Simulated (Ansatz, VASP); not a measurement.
FeO: VASP beside Ansatz

File INCAR:

```
SYSTEM = FeO
ALGO     = Normal         ! electronic algorithm
EDIFF    = 1E-7           ! SCF threshold, eV
ENCUT    = 520            ! plane-wave cutoff, eV
GGA      = PE             ! functional
ISIF     = 2              ! what is computed and relaxed
ISMEAR   = 0              ! smearing method
ISPIN    = 2              ! spin polarisation
LASPH    = .TRUE.         ! aspherical terms in the spheres
LCHARG   = .FALSE.        ! write CHGCAR
LMAXMIX  = 4              ! l up to which the mixer works
LORBIT   = 11             ! projections on sites
LREAL    = .FALSE.        ! projectors in reciprocal space
LWAVE    = .FALSE.        ! write WAVECAR
MAGMOM   = 4 0            ! initial moments
NBANDS   = 18             ! bands
NELM     = 150            ! most SCF steps
PREC     = Accurate       ! precision mode
SIGMA    = 0.1            ! smearing width, eV
```

Contents of KPOINTS:

```
k-points
0
G
  6 6 6
  0 0 0
```

Contents of POSCAR:

```
FeO
1.0
    2.7828925957      0.0000000000      0.0000000000
    0.0000000000      2.7828925957      0.0000000000
    0.0000000000      0.0000000000      2.7828925957
Fe O
1 1
Direct
    0.0000000000      0.0000000000      0.0000000000
    0.5000000000      0.5000000000      0.5000000000
```

Input for Ansatz:

```yaml
crystal:
  lattice:
    - [2.7828925957, 0.0, 0.0]
    - [0.0, 2.7828925957, 0.0]
    - [0.0, 0.0, 2.7828925957]
  atoms:
    - { symbol: Fe, position: [0.0, 0.0, 0.0], spin: 4.0 }
    - { symbol: O, position: [0.5, 0.5, 0.5] }
basis:
  ecutwfc: 420
kpoints:
  mp_grid: { grid: [6, 6, 6] }
hamiltonian:
  xc: pbe
scf:
  occupations: { method: gaussian, width: 0.1 }
  lower_state_search: "off"
output:
  forces: true
  stress: true
  eigenvalues: true
  populations: true
magnetization:
  spin_polarized: true
```

Alike in both runs: task single point; functional PBE; k mesh 6 × 6 × 6; occupations gaussian, width 0.1 eV; collinear spin.

```csv
,VASP,Ansatz
version,VASP 6.6.1,Ansatz 0.2.0
potentials or method,"VASP PAW PBE potentials, release 64 (Fe, O), cutoff 520 eV","scalar-relativistic, plane waves, PAW"
valence electrons in the cell,14,22
```

```csv
,VASP,Ansatz,Ansatz less VASP
gap on the k mesh at the Fermi level (eV),none,none,-
pressure (GPa),-20.9,-20.7,+0.23
net moment per atom (μB),2.00,2.00,0.000
size of the moment on the site where the two differ most (μB),3.56,3.52,-0.043
```

Site moments also hang on the region over which each program counts them. A gap of «none» marks a metal or a gap that the smearing closes. VASP's potentials hold 14 valence electrons a cell and Ansatz's 22, so a difference there can come from the potentials and not from the codes.

The k mesh is coarse, so the values compare programs but aren't converged.
